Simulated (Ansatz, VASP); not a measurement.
# Two plane-wave programs on MgO

Contents of INCAR:

```
ALGO     = Normal         # electronic algorithm
EDIFF    = 1E-6           # SCF threshold, eV
ENCUT    = 600            # plane-wave cutoff, eV
GGA      = PS             # functional
GGA_COMPAT= False        
ISIF     = 2              # what is computed and relaxed
ISMEAR   = 0              # smearing method
LASPH    = True           # aspherical terms in the spheres
LCHARG   = False          # write CHGCAR
LREAL    = False          # projectors in reciprocal space
LWAVE    = False          # write WAVECAR
NBANDS   = 11             # bands
NELM     = 120            # most SCF steps
PREC     = Accurate       # precision mode
SIGMA    = 0.02           # smearing width, eV
```

KPOINTS

```
k-points
0
Gamma
  10 10 10
```

POSCAR

```
MgO
1.0
    0.0000000000      2.1685364213      2.1685364213
    2.1685364213      0.0000000000      2.1685364213
    2.1685364213      2.1685364213      0.0000000000
Mg O
1 1
Direct
    0.0000000000      0.0000000000      0.0000000000
    0.5000000000      0.5000000000      0.5000000000
```

Input for Ansatz:

```yaml
crystal:
  lattice:
    - [0.0, 2.1685364213, 2.1685364213]
    - [2.1685364213, 0.0, 2.1685364213]
    - [2.1685364213, 2.1685364213, 0.0]
  atoms:
    - { symbol: Mg, position: [0.0, 0.0, 0.0] }
    - { symbol: O, position: [0.5, 0.5, 0.5] }
basis:
  ecutwfc: 420
kpoints:
  mp_grid: { grid: [10, 10, 10] }
hamiltonian:
  xc: pbesol
  pseudopotentials: { kind: paw }
scf:
  occupations: { method: gaussian, width: 0.02 }
output:
  forces: true
  stress: true
  eigenvalues: true
```

Alike in both runs: task single point; functional PBEsol; k mesh 10 × 10 × 10; occupations gaussian, width 0.02 eV; no spin polarisation.

|  | VASP | Ansatz |
| --- | --- | --- |
| version | VASP 6.6.1 | Ansatz 0.2.0 |
| potentials or method | VASP PAW PBE potentials, release 64 (Mg, O), cutoff 600 eV | scalar-relativistic, plane waves, PAW |
| valence electrons in the cell | 8 | 16 |

```csv
,VASP,Ansatz,Ansatz less VASP
gap on the k mesh at the Fermi level (eV),3.84,3.84,+0.004
least direct gap on the mesh (eV),3.84,3.84,+0.004
pressure (GPa),-12.1,-11.4,+0.77
```

VASP's potentials were made for PBE, not for PBEsol. VASP's potentials hold 8 valence electrons a cell and Ansatz's 16, so a difference there can come from the potentials and not from the codes.
